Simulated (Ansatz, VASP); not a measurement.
One calculation of SiW, two programs

```
W Si
1.0
     3.01306    0.00000    0.00000
     0.00000    3.01306    0.00000
     0.00000    0.00000    3.01306
W Si
1 1
Direct
  0.00000 0.00000 0.00000
  0.50000 0.50000 0.50000
```

Alike in both runs: task single point; functional LDA; k mesh 13 × 13 × 13; occupations fermi-dirac, width 0.05 eV; no spin polarisation.

|  | VASP | Ansatz |
| --- | --- | --- |
| version | VASP 6.6.1 | Ansatz 0.2.0 |
| potentials or method | VASP PAW LDA potentials, release 64 (W_sv, Si), cutoff 520 eV | all-electron LAPW, scalar-relativistic |

|  | VASP | Ansatz | Ansatz less VASP |
| --- | --- | --- | --- |
| gap on the k mesh at the Fermi level (eV) | none | none | - |
| pressure (GPa) | 1.1 | 0.0 | -1.12 |

LDA's correlation is that of Perdew and Zunger in VASP and of Perdew and Wang (1992) in Ansatz. A gap of «none» marks a metal or a gap that the smearing closes. Ansatz ran all-electron here, and VASP with PAW potentials.

Spin-orbit coupling is off throughout.
